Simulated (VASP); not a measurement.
Write the native input for VASP 6.6.1 that does the following.

```
Task                   : single point
Functional             : PBEsol
Potentials or basis    : VASP PAW PBE potentials, release 64 (Yb)
Cutoff                 : 520 eV
k mesh                 : 12 × 12 × 12
Occupations            : fermi-dirac, width 0.136057 eV
Spin                   : no spin polarisation
Dipole correction      : no
Further INCAR settings : ALGO = Normal; EDIFF = 1e-06; NBANDS = 18
```

The structure of Yb lies in POSCAR:

```
Yb
1.0
   -1.9984154115      1.9984154115      1.9984154115
    1.9984154115     -1.9984154115      1.9984154115
    1.9984154115      1.9984154115     -1.9984154115
Yb
1
Direct
    0.0000000000      0.0000000000      0.0000000000
```

This isn't the form of Yb at room conditions, which is fcc.

These files were run (other wordings do the same):

INCAR

```
SYSTEM = Yb
PREC     = Accurate       ! precision mode
ENCUT    = 520            ! plane-wave cutoff, eV
EDIFF    = 1E-6           ! SCF threshold, eV
ISMEAR   = -1             ! smearing method
SIGMA    = 0.13605693000000002 ! smearing width, eV
LREAL    = .FALSE.        ! projectors in reciprocal space
LASPH    = .TRUE.         ! aspherical terms in the spheres
NELM     = 60             ! most SCF steps
ALGO     = Normal         ! electronic algorithm
ISIF     = 2              ! what is computed and relaxed
LWAVE    = .FALSE.        ! write WAVECAR
LCHARG   = .FALSE.        ! write CHGCAR
GGA      = PS             ! functional
NBANDS   = 18             ! bands
```

KPOINTS

```
regular mesh
0
G
  12 12 12
  0 0 0
```

Potentials or basis: VASP PAW PBE potentials, release 64 (Yb).

Command:

```sh
$ cat potpaw_PBE.64/Yb/POTCAR > POTCAR
$ mpirun -np 1 vasp_std > vasp.out
```

It gave:

```json
{
 "Pressure": "-0.3 GPa",
 "Band gap on the k mesh": "zero (bands 12 and 13 overlap by 0.93 eV)"
}
```

Caveat: the PAW data sets were made with another functional, which shifts forces and pressure a little; spin-orbit coupling is left out, which moves the levels of the heavy elements.

Run time: 2.5 min on 1 thread of Intel Xeon 8259CL, with other jobs on the host, peak memory 0.17 GiB.
